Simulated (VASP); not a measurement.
Wanted: the native input for a VASP 6.6.1 run.

```yaml
Task: single point
Functional: r2SCAN
Potentials_or_basis: VASP PAW PBE potentials, release 64 (Pb_d, O)
Cutoff: 520 eV
k_mesh: 6 × 6 × 6
Occupations: gaussian, width 0.01 eV
Spin: no spin polarisation
Dipole_correction: no
Further_INCAR_settings: ALGO = Normal; EDIFF = 1e-07; NBANDS = 17
```

PbO:

```
Pb O
1.0
     0.00000    2.77050    2.77050
     2.77050    0.00000    2.77050
     2.77050    2.77050    0.00000
Pb O
1 1
Direct
  0.00000 0.00000 0.00000
  0.25000 0.25000 0.25000
```

This cell differs from its parent crystal: volume changed by -3%.

One way to write it, as run:

POSCAR

```
PbO
1.0
    0.0000000000      2.7705044058      2.7705044058
    2.7705044058      0.0000000000      2.7705044058
    2.7705044058      2.7705044058      0.0000000000
Pb O
1 1
Direct
    0.0000000000      0.0000000000      0.0000000000
    0.2500000000      0.2500000000      0.2500000000
```

INCAR.step1

```
  PREC = Accurate
  ENCUT = 520
  ISMEAR = 0
  SIGMA = 0.01
  LREAL = F
  LASPH = T
  NELM = 60
  NBANDS = 17
  GGA = PE
  ALGO = Normal
  EDIFF = 1E-4
  LWAVE = T
  LCHARG = F
```

INCAR.step2

```
  PREC = Accurate
  ENCUT = 520
  EDIFF = 1E-7
  ISMEAR = 0
  SIGMA = 0.01
  LREAL = F
  LASPH = T
  NELM = 60
  ALGO = Normal
  ISIF = 2
  LWAVE = F
  LCHARG = T
  METAGGA = R2SCAN
  LMIXTAU = T
  LELF = T
  LVHAR = T
  NBANDS = 17
  ISTART = 1
```

KPOINTS

```
regular mesh
0
Gamma
  6 6 6
```

Potentials or basis: VASP PAW PBE potentials, release 64 (Pb_d, O).

Run with:

```console
$ cat potpaw_PBE.64/Pb_d/POTCAR potpaw_PBE.64/O/POTCAR > POTCAR
$ cp INCAR.step1 INCAR
$ mpirun -np 1 vasp_std > vasp.out
$ cp INCAR.step2 INCAR
$ mpirun -np 1 vasp_std > vasp.out
```

Results of the run:

| Quantity | Value |
| --- | --- |
| Pressure | 2.6 GPa |
| Band gap on the k mesh | 0.56 eV, indirect (least direct gap 0.70 eV) |

Caveat: the PAW data sets were made with another functional, which shifts forces and pressure a little; spin-orbit coupling is left out, which moves the levels of the heavy elements.

It took 56 s on 1 thread of Intel(R) Xeon(R) Platinum 8488C (Sapphire Rapids), on a shared host, peak memory 0.17 GiB.
